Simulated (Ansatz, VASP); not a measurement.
Two plane-wave programs on BeS

INCAR

```
PREC = Accurate
ENCUT = 600
EDIFF = 1E-6
ISMEAR = 0
SIGMA = 0.02
LREAL = F
LASPH = T
NELM = 120
ALGO = Normal
ISIF = 2
LWAVE = F
LCHARG = F
GGA = PS
NBANDS = 11
GGA_COMPAT = F
```

KPOINTS

```
Automatic mesh
0
Gamma
  8 8 8
```

The input POSCAR:

```
BeS
1.0
    0.0000000000      2.4188489221      2.4188489221
    2.4188489221      0.0000000000      2.4188489221
    2.4188489221      2.4188489221      0.0000000000
Be S
1 1
Direct
    0.0000000000      0.0000000000      0.0000000000
    0.2500000000      0.2500000000      0.2500000000
```

Input for Ansatz:

```yaml
crystal:
  lattice:
    - [0.0, 2.4188489221, 2.4188489221]
    - [2.4188489221, 0.0, 2.4188489221]
    - [2.4188489221, 2.4188489221, 0.0]
  atoms:
    - { symbol: Be, position: [0.0, 0.0, 0.0] }
    - { symbol: S, position: [0.25, 0.25, 0.25] }
basis:
  ecutwfc: 420
kpoints:
  mp_grid: { grid: [8, 8, 8] }
  band_path:
    path:
      - [[0.0, 0.0, 0.0], [-0.5, -0.5, 0.0], [-0.375, -0.375, 0.25]]
      - [[-0.375, 0.0, 0.375], [0.0, 0.0, 0.0], [0.0, 0.0, 0.5], [-0.5, -0.25, 0.25], [-0.5, -0.5, 0.0]]
    npoints: 10
hamiltonian:
  xc: pbesol
  pseudopotentials: { kind: paw, azcp: { folder: soft_1 } }
scf:
  occupations: { method: gaussian, width: 0.02 }
  n_extra_bands: 7
output:
  forces: true
  stress: true
  eigenvalues: true
```

Alike in both runs: task single point; functional PBEsol; k mesh 8 × 8 × 8; occupations gaussian, width 0.02 eV; no spin polarisation.

```csv
,VASP,Ansatz
version,VASP 6.6.1,Ansatz 0.2.0
potentials or method,"VASP PAW PBE potentials, release 64 (Be, S), cutoff 600 eV","scalar-relativistic, plane waves, PAW"
valence electrons in the cell,8,8
```

Ansatz gave:

```
gap on the k mesh at the Fermi level (eV) : 2.91
least direct gap on the mesh (eV)         : 5.58
pressure (GPa)                            : 0.0
```

**Question.** Estimate VASP's values.

**Answer.** gap on the k mesh at the Fermi level (eV): 2.91; least direct gap on the mesh (eV): 5.61; pressure (GPa): 0.2.

VASP's potentials were made for PBE, not for PBEsol, and Ansatz warns of the same on its side.
